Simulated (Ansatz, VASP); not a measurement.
# One calculation of Si3C, two programs

The input INCAR:

```
SYSTEM = Si3C
  PREC = Accurate
  ENCUT = 600
  EDIFF = 1E-6
  ISMEAR = 0
  SIGMA = 0.1
  LREAL = .False.
  LASPH = .True.
  NELM = 200
  ALGO = Normal
  ISIF = 2
  LWAVE = .False.
  LCHARG = .True.
  ISPIN = 2
  MAGMOM = 0 0 0 1
  LORBIT = 11
  GGA = PE
  LELF = .True.
  LVHAR = .True.
  NBANDS = 20
  GGA_COMPAT = .False.
```

Contents of KPOINTS:

```
regular mesh
0
Gamma
  6 6 2
  0 0 0
```

File POSCAR:

```
Si3C
1.0
    2.7998593948      0.0000000000      0.0000000000
   -1.3999296974      2.4247493629      0.0000000000
    0.0000000000      0.0000000000      7.6451183030
Si C
3 1
Direct
    0.3333333333      0.6666666667      0.6583219216
    0.3333333333      0.6666666667      0.3416780784
    0.6666666667      0.3333333333      0.0000000000
    0.6666666667      0.3333333333      0.5000000000
```

Input for Ansatz:

```yaml
crystal:
  lattice:
    - [2.7998593948, 0.0, 0.0]
    - [-1.3999296974, 2.4247493629, 0.0]
    - [0.0, 0.0, 7.645118303]
  atoms:
    - { symbol: Si, position: [0.3333333333, 0.6666666667, 0.6583219216] }
    - { symbol: Si, position: [0.3333333333, 0.6666666667, 0.3416780784] }
    - { symbol: Si, position: [0.6666666667, 0.3333333333, 0.0] }
    - { symbol: C, position: [0.6666666667, 0.3333333333, 0.5], spin: 1.0 }
basis:
  ecutwfc: 420
kpoints:
  mp_grid: { grid: [6, 6, 2] }
hamiltonian:
  xc: pbe
scf:
  occupations: { method: gaussian, width: 0.1 }
  lower_state_search: "off"
output:
  forces: true
  stress: true
  eigenvalues: true
  populations: true
magnetization:
  spin_polarized: true
```

Alike in both runs: task single point; functional PBE; k mesh 6 × 6 × 2; occupations gaussian, width 0.1 eV; collinear spin.

```csv
,VASP,Ansatz
version,VASP 6.6.1,Ansatz 0.2.0
potentials or method,"VASP PAW PBE potentials, release 64 (Si, C), cutoff 600 eV","scalar-relativistic, plane waves, PAW"
valence electrons in the cell,16,16
```

|  | VASP | Ansatz | Ansatz less VASP |
| --- | --- | --- | --- |
| gap on the k mesh at the Fermi level (eV) | none | none | - |
| pressure (GPa) | -0.1 | -0.1 | +0.04 |
| traceless stress, the component that is largest in VASP (GPa) | -0.35 | -0.16 | +0.191 |
| rms of the force components (eV/Å) | 0.024 | 0.012 | -0.0124 |
| net moment per atom (μB) | 0.00 | 0.00 | 0.000 |

Atom by atom the forces differ by 0.012 eV/Å (rms over components). A gap of «none» marks a metal or a gap that the smearing closes. Ansatz's warnings: seeded moment not kept.

The k mesh is coarse, so the values compare programs but aren't converged.
